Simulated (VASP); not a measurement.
# GaP2 (Pa-3) in VASP: single point with PBE

Aim: the single point of GaP2 with PBE.

Program: VASP 6.6.1. These are calculated values, not measurements. Logs are shortened: lines on timing, memory, paths and dates and some standing lists are left out, and cuts for length are marked.

### Step 1. The cell of the first run

The structure is cubic, space group Pa-3 (No. 205). The conventional cell has a = 6.020 Å, b = 6.020 Å, c = 6.020 Å, α = 90.00°, β = 90.00°, γ = 90.00°. Ga (site symmetry -3) has 6 P at 2.55 Å within 3.4 Å. Within 2.8 Å of P (site symmetry 3) lie 1 P at 2.13 Å and 3 Ga at 2.55 Å.

### Step 2. Single point, PBE

Contents of INCAR:

```
PREC = Accurate
ENCUT = 520
EDIFF = 1E-7
ISMEAR = 0
SIGMA = 0.2
LREAL = False
LASPH = True
NELM = 100
ALGO = Normal
ISIF = 2
LWAVE = False
LCHARG = True
GGA = PE
LELF = True
LVHAR = True
NBANDS = 58
```

Contents of KPOINTS:

```
regular mesh
0
Gamma
  3 3 3
```

Contents of POSCAR:

```
GaP2
1.0
    6.0195371748      0.0000000000      0.0000000000
    0.0000000000      6.0195371748      0.0000000000
    0.0000000000      0.0000000000      6.0195371748
Ga P
4 8
Direct
    0.0000000000      0.0000000000      0.0000000000
    0.5000000000      0.0000000000      0.5000000000
    0.0000000000      0.5000000000      0.5000000000
    0.5000000000      0.5000000000      0.0000000000
    0.1023050876      0.6023050876      0.8976949124
    0.8976949124      0.3976949124      0.1023050876
    0.8976949124      0.1023050876      0.6023050876
    0.1023050876      0.8976949124      0.3976949124
    0.6023050876      0.8976949124      0.1023050876
    0.3976949124      0.1023050876      0.8976949124
    0.6023050876      0.6023050876      0.6023050876
    0.3976949124      0.3976949124      0.3976949124
```

Potentials or basis: VASP PAW PBE potentials, release 64 (Ga_d, P).

Launch:

```sh
> cat potpaw_PBE.64/Ga_d/POTCAR potpaw_PBE.64/P/POTCAR > POTCAR
> mpirun -np 1 vasp_std > vasp.out
```

OUTCAR:

```text
PREC = Accurate
   ENCUT = 520
   EDIFF = 1E-7
   ISMEAR = 0
   LREAL = False
   LASPH = True
   NELM = 100
   ISIF = 2
   GGA = PE

 ion  position               nearest neighbor table
   1  0.000  0.000  0.000-   5 2.55   6 2.55   7 2.55   8 2.55   9 2.55  10 2.55
   2  0.500  0.000  0.500-   7 2.55   8 2.55   9 2.55  10 2.55  11 2.55  12 2.55
   3  0.000  0.500  0.500-   5 2.55   6 2.55   7 2.55   8 2.55  11 2.55  12 2.55
   4  0.500  0.500  0.000-   5 2.55   6 2.55   9 2.55  10 2.55  11 2.55  12 2.55
   5  0.102  0.602  0.898-   6 2.13   3 2.55   4 2.55   1 2.55
   6  0.898  0.398  0.102-   5 2.13   3 2.55   4 2.55   1 2.55
   7  0.898  0.102  0.602-   8 2.13   2 2.55   3 2.55   1 2.55
   8  0.102  0.898  0.398-   7 2.13   2 2.55   3 2.55   1 2.55
   9  0.602  0.898  0.102-  10 2.13   2 2.55   4 2.55   1 2.55
  10  0.398  0.102  0.898-   9 2.13   2 2.55   4 2.55   1 2.55
  11  0.602  0.602  0.602-  12 2.13   3 2.55   4 2.55   2 2.55
  12  0.398  0.398  0.398-  11 2.13   3 2.55   4 2.55   2 2.55

  LATTYP: Found a simple cubic cell.
 ALAT       =     6.0195371748

  Lattice vectors:

 A1 = (   6.0195371748,   0.0000000000,   0.0000000000)
 A2 = (   0.0000000000,   6.0195371748,   0.0000000000)
 A3 = (   0.0000000000,   0.0000000000,   6.0195371748)

Analysis of symmetry for initial positions (statically):
=====================================================================
 Subroutine PRICEL returns:
 Original cell was already a primitive cell.

 Routine SETGRP: Setting up the symmetry group for a
 simple cubic supercell.

 Subroutine GETGRP returns: Found 24 space group operations
 (whereof  6 operations were pure point group operations)
 out of a pool of 48 trial point group operations.

The static configuration has the point symmetry S_6 .
 The point group associated with its full space group is T_h .

Analysis of symmetry for dynamics (positions and initial velocities):
=====================================================================
 Subroutine PRICEL returns:
 Original cell was already a primitive cell.

 Routine SETGRP: Setting up the symmetry group for a
 simple cubic supercell.

 Subroutine GETGRP returns: Found 24 space group operations
 (whereof  6 operations were pure point group operations)
 out of a pool of 48 trial point group operations.

The dynamic configuration has the point symmetry S_6 .
 The point group associated with its full space group is T_h .

 Subroutine INISYM returns: Found 24 space group operations
 (whereof  6 operations are pure point group operations),
 and found     1 'primitive' translations

----------------------------------------------------------------------------------------

                                     Primitive cell

  volume of cell :     218.1169

  direct lattice vectors                    reciprocal lattice vectors
     6.019537175  0.000000000  0.000000000     0.166125729  0.000000000  0.000000000
     0.000000000  6.019537175  0.000000000     0.000000000  0.166125729  0.000000000
     0.000000000  0.000000000  6.019537175     0.000000000  0.000000000  0.166125729

  length of vectors
     6.019537175  6.019537175  6.019537175     0.166125729  0.166125729  0.166125729

  position of ions in fractional coordinates (direct lattice)
     0.000000000  0.000000000  0.000000000
     0.500000000  0.000000000  0.500000000
     0.000000000  0.500000000  0.500000000
     0.500000000  0.500000000  0.000000000
     0.102305088  0.602305088  0.897694912
     0.897694912  0.397694912  0.102305088
     0.897694912  0.102305088  0.602305088
     0.102305088  0.897694912  0.397694912
     0.602305088  0.897694912  0.102305088
     0.397694912  0.102305088  0.897694912
     0.602305088  0.602305088  0.602305088
     0.397694912  0.397694912  0.397694912

  ion indices of the primitive-cell ions
   primitive index   ion index
                 1           1
                 2           2
                 3           3
                 4           4
                 5           5
                 6           6
                 7           7
                 8           8
                 9           9
                10          10
                11          11
                12          12

----------------------------------------------------------------------------------------

 KPOINTS: regular mesh

Automatic generation of k-mesh.
 Grid dimensions read from file:
 generate k-points for:    3    3    3

 Generating k-lattice:

  Cartesian coordinates                     Fractional coordinates (reciprocal lattice)
     0.055375243  0.000000000  0.000000000     0.333333333  0.000000000  0.000000000
     0.000000000  0.055375243  0.000000000     0.000000000  0.333333333  0.000000000
     0.000000000  0.000000000  0.055375243     0.000000000  0.000000000  0.333333333

  Length of vectors
     0.055375243  0.055375243  0.055375243

  Shift w.r.t. Gamma in fractional coordinates (k-lattice)
     0.000000000  0.000000000  0.000000000

 Subroutine IBZKPT returns following result:
 ===========================================

 Found      4 irreducible k-points:

 Following reciprocal coordinates:
            Coordinates               Weight
  0.000000  0.000000  0.000000      1.000000
  0.333333  0.000000  0.000000      6.000000
  0.333333  0.333333  0.000000     12.000000
  0.333333  0.333333  0.333333      8.000000
   k-points           NKPTS =      4   k-points in BZ     NKDIM =      4   number of bands    NBANDS=     58
   number of dos      NEDOS =    301   number of ions     NIONS =     12
   total plane-waves  NPLWV = 110592
   dimension x,y,z NGX =    48 NGY =   48 NGZ =   48
   dimension x,y,z NGXF=    96 NGYF=   96 NGZF=   96
   ions per type =               4   8
   NGX,Y,Z   is equivalent  to a cutoff of  13.26, 13.26, 13.26 a.u.
   NGXF,Y,Z  is equivalent  to a cutoff of  26.51, 26.51, 26.51 a.u.
 SYSTEM =  unknown system
   PREC   = accura    normal or accurate (medium, high low for compatibility)
   ISTART =      0    job   : 0-new  1-cont  2-samecut
   ICHARG =      2    charge: 1-file 2-atom 10-const
   ISPIN  =      1    spin polarized calculation?
   LNONCOLLINEAR =      F non collinear calculations
   LSORBIT =      F    spin-orbit coupling
   LASPH  =      T    aspherical Exc in radial PAW
   ENCUT  =  520.0 eV  38.22 Ry    6.18 a.u.  11.19 11.19 11.19*2*pi/ulx,y,z
   NELM   =    100;   NELMIN=  2; NELMDL= -5     # of ELM steps
   EDIFF  = 0.1E-06   stopping-criterion for ELM
   LREAL  =      F    real-space projection
   EDIFFG = 0.1E-05   stopping-criterion for IOM
   NSW    =      0    number of steps for IOM
   IBRION =     -1    ionic relax: 0-MD 1-quasi-New 2-CG
   NFREE  =      0    steps in history (QN), initial steepest desc. (CG)
   ISIF   =      2    stress and relaxation
   ISYM   =      2    0-nonsym 1-usesym 2-fastsym
   POTIM  = 0.5000    time-step for ionic-motion
   TEBEG  =    0.0;   TEEND  =   0.0 temperature during run
   PSTRESS=    0.0 pullay stress
   NELECT =      92.0000    total number of electrons
   NUPDOWN=      -1.0000    fix difference up-down
   EMIN   =  10.00;   EMAX   =-10.00  energy-range for DOS
   EFERMI =   0.00;   METHOD = LEGACY
   ISMEAR =     0;   SIGMA  =   0.20  broadening in eV -4-tet -1-fermi 0-gaus
   EFERMI_NEDOS =   21; number of points for ismear=-14 and -15
   IALGO  =     38    algorithm
   IMIX   =      4    mixing-type and parameters
     AMIX     =   0.40;   BMIX     =  1.00
     AMIX_MAG =   1.60;   BMIX_MAG =  1.00
  volume/ion in A,a.u.               =      18.18       122.66
  Fermi-wavevector in a.u.,A,eV,Ry     =   1.227744  2.320099 20.508800  1.507354
  Thomas-Fermi vector in A             =   2.362695
   LORBIT       =      0    0 simple, 1 ext, 2 COOP (PROOUT), +10 PAW based schemes
   GGA     = PE    functional components
   LHFCALC =     F    Hartree Fock is set to
   AEXX    =    0.0000 exact exchange contribution
   IVDW    =     0    specifies the selected vdW correction
   LEPSILON=     F    determine dielectric tensor
   LRPA    =     F    only Hartree local field effects (RPA)
 non-spin polarized calculation
 Gauss-broadening in eV      SIGMA  =   0.20
  energy-cutoff  :      520.00
  volume of cell :      218.12
 maximum number of plane-waves:      5888
 NGX is ok and might be reduce to    48
   NGX = 23   NGY = 23   NGZ = 23

 number of electron      92.0000039 magnetization

 Free energy of the ion-electron system (eV)
  ---------------------------------------------------
  ext. energy  EPLUGINS =         0.00000000
  ---------------------------------------------------
  free energy    TOTEN  =       -54.68339281 eV

  energy without entropy =      -54.46387121  energy(sigma->0) =      -54.57363201

 E-fermi :   5.8351     XC(G=0): -10.4628

 val. band max:        5.8316933866   @ k =   0.3333   0.3333   0.0000
 cond. band min:       5.9429418257   @ k =   0.3333   0.3333   0.0000
 fundamental gap:      0.1112484391
 Fermi energy:         5.8351309287

 k-point     1 :       0.0000    0.0000    0.0000
  band No.  band energies     occupation
      1      -8.7980      2.00000
      2      -8.7980      2.00000
      3      -8.7980      2.00000
      4      -8.6660      2.00000
      5      -8.6660      2.00000
      6      -8.6636      2.00000
[... 50 lines left out ...]
     57      11.1373      0.00000
     58      11.1373      0.00000

 k-point     2 :       0.3333    0.0000    0.0000
  band No.  band energies     occupation
      1      -8.7737      2.00000
      2      -8.7737      2.00000
      3      -8.7595      2.00000
      4      -8.6908      2.00000
      5      -8.6765      2.00000
      6      -8.6759      2.00000
[... 50 lines left out ...]
     57      10.6329      0.00000
     58      10.9028      0.00000

 k-point     3 :       0.3333    0.3333    0.0000
  band No.  band energies     occupation
      1      -8.7519      2.00000
      2      -8.7411      2.00000
      3      -8.7364      2.00000
      4      -8.6927      2.00000
      5      -8.6898      2.00000
      6      -8.6825      2.00000
[... 50 lines left out ...]
     57      10.5585      0.00000
     58      11.0310      0.00000

 k-point     4 :       0.3333    0.3333    0.3333
  band No.  band energies     occupation
      1      -8.7396      2.00000
      2      -8.7213      2.00000
      3      -8.7213      2.00000
      4      -8.7054      2.00000
      5      -8.6867      2.00000
      6      -8.6867      2.00000
[... 50 lines left out ...]
     57      11.1308      0.00000
     58      11.1377      0.00000

------------------------ aborting loop because EDIFF is reached ----------------------------------------

  FORCE on cell =-STRESS in cart. coord.  units (eV):
  Direction    XX          YY          ZZ          XY          YZ          ZX
  --------------------------------------------------------------------------------------
  -------------------------------------------------------------------------------------
  Total       -0.1191868     -0.1191868     -0.1191868      0.0000000     -0.0000000      0.0000000
  in kB       -0.8754862     -0.8754862     -0.8754862      0.0000000     -0.0000000      0.0000000
  external PRESSURE =      -0.8754862 kB  Pullay stress =       0.0000000 kB

 VOLUME and BASIS-vectors are now :
 -----------------------------------------------------------------------------
  energy-cutoff  :      520.00
  volume of cell :      218.12
      direct lattice vectors                 reciprocal lattice vectors
     6.019537175  0.000000000  0.000000000     0.166125729  0.000000000  0.000000000
     0.000000000  6.019537175  0.000000000     0.000000000  0.166125729  0.000000000
     0.000000000  0.000000000  6.019537175     0.000000000  0.000000000  0.166125729

 POSITION                                       TOTAL-FORCE (eV/Angst)
 -----------------------------------------------------------------------------------
      0.00000      0.00000      0.00000         0.000000      0.000000      0.000000
      3.00977      0.00000      3.00977         0.000000      0.000000      0.000000
      0.00000      3.00977      3.00977         0.000000      0.000000      0.000000
      3.00977      3.00977      0.00000         0.000000      0.000000      0.000000
      0.61583      3.62560      5.40371        -0.039495     -0.039495      0.039495
      5.40371      2.39394      0.61583         0.039495      0.039495     -0.039495
      5.40371      0.61583      3.62560         0.039495     -0.039495     -0.039495
      0.61583      5.40371      2.39394        -0.039495      0.039495      0.039495
      3.62560      5.40371      0.61583        -0.039495      0.039495     -0.039495
      2.39394      0.61583      5.40371         0.039495     -0.039495      0.039495
      3.62560      3.62560      3.62560        -0.039495     -0.039495     -0.039495
      2.39394      2.39394      2.39394         0.039495      0.039495      0.039495
 -----------------------------------------------------------------------------------
    total drift:                                0.000000      0.000000      0.000000

  FREE ENERGIE OF THE ION-ELECTRON SYSTEM (eV)
  ---------------------------------------------------
  free  energy   TOTEN  =       -54.6833928118 eV

  energy  without entropy=      -54.4638712142  energy(sigma->0) =      -54.57363201
```

It took 36 s on 1 thread of Intel Xeon 6975P-C (Granite Rapids), shared host; peak memory 0.32 GiB.

What came out:

```yaml
Free_energy: -54.6834 eV
Pressure: -0.1 GPa
Largest_force: 0.068 eV/Å
Band_gap_on_the_k_mesh: zero (bands 46 and 47 overlap by 0.51 eV)
```

Forces in eV/Å, atoms in the order of the input:
```
Ga   0.000  0.000  0.000
Ga   0.000  0.000  0.000
Ga   0.000  0.000  0.000
Ga   0.000  0.000  0.000
P   -0.039 -0.039  0.039
P    0.039  0.039 -0.039
P    0.039 -0.039 -0.039
P   -0.039  0.039  0.039
P   -0.039  0.039 -0.039
P    0.039 -0.039  0.039
P   -0.039 -0.039 -0.039
P    0.039  0.039  0.039
```

Levels at points of the mesh, in eV from the Fermi level:
| k point | band 41 | band 42 | band 43 | band 44 | band 45 | band 46 | band 47 | band 48 | band 49 | band 50 |
| --- | --- | --- | --- | --- | --- | --- | --- | --- | --- | --- |
| (0.00, 0.00, 0.00) | -2.11 | -2.11 | -2.11 | 0.46 | 0.46 | 0.46 | 1.53 | 1.53 | 2.45 | 2.96 |

Caveat: semilocal functionals underestimate gaps, and a narrow one can read as zero.

The gap in the log of VASP goes by the Fermi energy; the results here count the filled bands.